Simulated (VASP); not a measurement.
# GaSi2Ir3 (P6/mmm) in VASP: settings compared, part 2 of 2

VASP 6.6.1.

## Step 3: Single point, PBEsol

This run uses another cell than the first one, of 15.75 Å³/atom.

INCAR reads:

```
ALGO = Normal ; EDIFF = 1E-6
ENCUT = 520 ; GGA = PS
ISIF = 2 ; ISMEAR = -1
LASPH = T ; LCHARG = T
LELF = T ; LREAL = F
LVHAR = T ; LWAVE = F
NBANDS = 33 ; NELM = 100
PREC = Accurate ; SIGMA = 0.1
```

KPOINTS reads:

```
k-points
0
Gamma
  4 4 5
```

POSCAR reads:

```
GaSi2Ir3
1.0
    2.7202319703      4.7115799810      0.0000000000
   -2.7202319703      4.7115799810      0.0000000000
    0.0000000000      0.0000000000      3.6868739894
Ir Ga Si
3 1 2
Direct
    0.5000000000      0.5000000000      0.5000000000
    0.5000000000      0.0000000000      0.5000000000
    0.0000000000      0.5000000000      0.5000000000
    0.0000000000      0.0000000000      0.0000000000
    0.3333333333      0.3333333333      0.0000000000
    0.6666666667      0.6666666667      0.0000000000
```

Potentials or basis: VASP PAW PBE potentials, release 64 (Ir, Ga_d, Si).

Started as:

```sh
cat potpaw_PBE.64/Ir/POTCAR potpaw_PBE.64/Ga_d/POTCAR potpaw_PBE.64/Si/POTCAR > POTCAR
mpirun -np 1 vasp_std > vasp.out
```

OUTCAR:

```text
EDIFF = 1E-6
   ENCUT = 520
   GGA = PS
   ISIF = 2
   ISMEAR = -1
   LASPH = T
   LREAL = F
   NELM = 100
   PREC = Accurate

 ion  position               nearest neighbor table
   1  0.500  0.500  0.500-   5 2.42   6 2.42   5 2.42   6 2.42   2 2.72   3 2.72   2 2.72   3 2.72

   2  0.500  0.000  0.500-   5 2.42   6 2.42   5 2.42   6 2.42   3 2.72   3 2.72   1 2.72   1 2.72

   3  0.000  0.500  0.500-   5 2.42   6 2.42   5 2.42   6 2.42   2 2.72   2 2.72   1 2.72   1 2.72

   4  0.000  0.000  0.000-
   5  0.333  0.333  0.000-   2 2.42   3 2.42   2 2.42   3 2.42   1 2.42   1 2.42   6 3.14   6 3.14
                             6 3.14
   6  0.667  0.667  0.000-   2 2.42   3 2.42   2 2.42   3 2.42   1 2.42   1 2.42   5 3.14   5 3.14
                             5 3.14

  LATTYP: Found a hexagonal cell.
 ALAT       =     5.4404639407
 C/A-ratio  =     0.6776763948

  Lattice vectors:

 A1 = (   2.7202319703,  -4.7115799810,   0.0000000000)
 A2 = (   2.7202319703,   4.7115799810,   0.0000000000)
 A3 = (   0.0000000000,   0.0000000000,   3.6868739894)
[... 168 lines left out ...]

 E-fermi :   7.9425     XC(G=0): -12.1947

 val. band max:        7.8107951872   @ k =   0.2500  -0.0000   0.4000
 cond. band min:       8.0515942673   @ k =   0.2500  -0.0000   0.4000
 fundamental gap:      0.2407990801
 Fermi energy:         7.9424998091

 k-point     1 :       0.0000    0.0000    0.0000
  band No.  band energies     occupation
      1      -6.5187      2.00000
      2      -6.5157      2.00000
      3      -6.5157      2.00000
      4      -6.4820      2.00000
      5      -6.4820      2.00000
      6      -4.3881      2.00000
[... 421 lines left out ...]
     32      13.3489      0.00000
     33      13.9521      0.00000

------------------------ aborting loop because EDIFF is reached ----------------------------------------

  FORCE on cell =-STRESS in cart. coord.  units (eV):
  Direction    XX          YY          ZZ          XY          YZ          ZX
  --------------------------------------------------------------------------------------
  -------------------------------------------------------------------------------------
  Total        0.4211452      0.4211452      0.5680717      0.0000000     -0.0000000      0.0000000
  in kB        7.1397281      7.1397281      9.6305903      0.0000000     -0.0000000      0.0000000
  external PRESSURE =       7.9700155 kB  Pullay stress =       0.0000000 kB

 VOLUME and BASIS-vectors are now :
 -----------------------------------------------------------------------------
  energy-cutoff  :      520.00
  volume of cell :       94.51
      direct lattice vectors                 reciprocal lattice vectors
     2.720231970  4.711579981  0.000000000     0.183807854  0.106121514  0.000000000
    -2.720231970  4.711579981  0.000000000    -0.183807854  0.106121514  0.000000000
     0.000000000  0.000000000  3.686873989     0.000000000  0.000000000  0.271232487

 POSITION                                       TOTAL-FORCE (eV/Angst)
 -----------------------------------------------------------------------------------
      0.00000      4.71158      1.84344         0.000000      0.000000      0.000000
      1.36012      2.35579      1.84344         0.000000      0.000000      0.000000
     -1.36012      2.35579      1.84344         0.000000      0.000000      0.000000
      0.00000      0.00000      0.00000         0.000000      0.000000      0.000000
      0.00000      3.14105      0.00000         0.000000     -0.000000      0.000000
      0.00000      6.28211      0.00000        -0.000000     -0.000000      0.000000
 -----------------------------------------------------------------------------------
    total drift:                               -0.000000      0.000000     -0.000000

  FREE ENERGIE OF THE ION-ELECTRON SYSTEM (eV)
  ---------------------------------------------------
  free  energy   TOTEN  =       -45.1896782575 eV

  energy  without entropy=      -45.1072712032  energy(sigma->0) =      -45.14847473
```

OSZICAR:

```text
N       E                     dE             d eps       ncg     rms          rms(c)
DAV:   1     0.433608156755E+03    0.43361E+03   -0.20576E+04   841   0.185E+03
DAV:   2     0.250082875384E+01   -0.43111E+03   -0.40356E+03   792   0.487E+02
DAV:   3    -0.448545164939E+02   -0.47355E+02   -0.43804E+02   967   0.146E+02
DAV:   4    -0.469222990688E+02   -0.20678E+01   -0.20404E+01   970   0.317E+01
DAV:   5    -0.470009276538E+02   -0.78629E-01   -0.78451E-01  1120   0.550E+00    0.275E+01
DAV:   6    -0.455543939435E+02    0.14465E+01   -0.64505E+00  1170   0.194E+01    0.960E+00
DAV:   7    -0.452808848408E+02    0.27351E+00   -0.10277E+00  1070   0.790E+00    0.620E+00
DAV:   8    -0.451923690548E+02    0.88516E-01   -0.17838E-01   977   0.369E+00    0.770E-01
DAV:   9    -0.451900764623E+02    0.22926E-02   -0.12517E-02  1247   0.768E-01    0.319E-01
DAV:  10    -0.451897928195E+02    0.28364E-03   -0.22511E-03  1003   0.372E-01    0.104E-01
DAV:  11    -0.451896765631E+02    0.11626E-03   -0.30443E-04  1037   0.152E-01    0.374E-02
DAV:  12    -0.451896797685E+02   -0.32054E-05   -0.32016E-05   970   0.305E-02    0.611E-03
DAV:  13    -0.451896784958E+02    0.12726E-05   -0.16849E-06   692   0.940E-03    0.202E-03
DAV:  14    -0.451896782575E+02    0.23833E-06   -0.26465E-07   469   0.337E-03
   1 F= -.45189678E+02 E0= -.45148475E+02  d E =-.824071E-01
```

stdout:

```text
POSCAR found type information on POSCAR IrGaSi
 POSCAR found :  3 types and       6 ions
 scaLAPACK will be used
 -----------------------------------------------------------------------------
|                                                                             |
|                                                                             |
|     You enforced a specific xc type in the INCAR file but a different       |
|     I HOPE YOU KNOW WHAT YOU ARE DOING!                                     |
|                                                                             |
 -----------------------------------------------------------------------------

 LDA part: xc-table for (Slater+PW92), standard interpolation
 POSCAR, INCAR and KPOINTS ok, starting setup
 FFT: planning ... GRIDC
 FFT: planning ... GRID_SOFT
 FFT: planning ... GRID
 WAVECAR not read
 entering main loop
```

Run time: 18 s. Hardware: 1 thread of Intel Xeon 6975P-C (Granite Rapids), shared host; peak memory 0.21 GiB.

What came out:

```yaml
Free_energy: -45.1897 eV
Pressure: 0.8 GPa
Band_gap_on_the_k_mesh: zero (bands 24 and 25 overlap by 1.82 eV)
```

Caveat: the PAW data sets were made with another functional, which shifts forces and pressure a little; spin-orbit coupling is left out, which moves the levels of the heavy elements.
